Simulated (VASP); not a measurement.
Here is a VASP 6.6.1 calculation.

File POSCAR:

```
CdI2
1.0
    4.2483568959      0.0000000000      0.0000000000
   -2.1241784480      3.6791849962      0.0000000000
    0.0000000000      0.0000000000      6.8844152426
Cd I
1 2
Direct
    0.0000000000      0.0000000000      0.0000000000
    0.3333333333      0.6666666667      0.2495592317
    0.6666666667      0.3333333333      0.7504407683
```

The input INCAR.step1:

```
PREC = Accurate
ENCUT = 400
EDIFF = 1E-5
ISMEAR = 0
SIGMA = 0.01
LREAL = F
LASPH = T
NELM = 120
ALGO = Normal
ISIF = 2
LWAVE = T
LCHARG = F
GGA = PE
NBANDS = 20
GGA_COMPAT = F
KPAR = 4
```

File INCAR.step2:

```
PREC = Accurate
ENCUT = 400
EDIFF = 1E-6
ISMEAR = 0
SIGMA = 0.01
LREAL = F
LASPH = T
NELM = 120
ALGO = Normal
ISIF = 2
LWAVE = F
LCHARG = F
GGA = PE
LHFCALC = T
HFSCREEN = 0.2079
PRECFOCK = Normal
ISTART = 1
NBANDS = 20
GGA_COMPAT = F
KPAR = 4
```

KPOINTS

```
regular mesh
0
Gamma
  6 6 4
```

Potentials or basis: VASP PAW PBE potentials, release 64 (Cd, I).

The run is started by

```sh
$ cat potpaw_PBE.64/Cd/POTCAR potpaw_PBE.64/I/POTCAR > POTCAR
$ cp INCAR.step1 INCAR
$ mpirun -np 4 vasp_std > vasp.out
$ cp INCAR.step2 INCAR
$ mpirun -np 4 vasp_std > vasp.out
```

Task: Predict the band gap on the k mesh.

Result: 3.34 eV, indirect (least direct gap 3.60 eV).

Task: Predict the pressure.

Result: 0.6 GPa.

Task: What does it give for the largest force?

Result: 0.061 eV/Å.

Stress tensor (GPa, compression positive):
```
0.66 0.00 0.00
0.00 0.66 0.00
0.00 0.00 0.58
```

Caveat: the PAW data sets were made with another functional, which shifts forces and pressure a little; spin-orbit coupling is left out, which moves the levels of the heavy elements; this functional lacks dispersion, which binds the layers, so the pressure and a relaxed spacing across them are unreliable. A k mesh can miss the band edges.
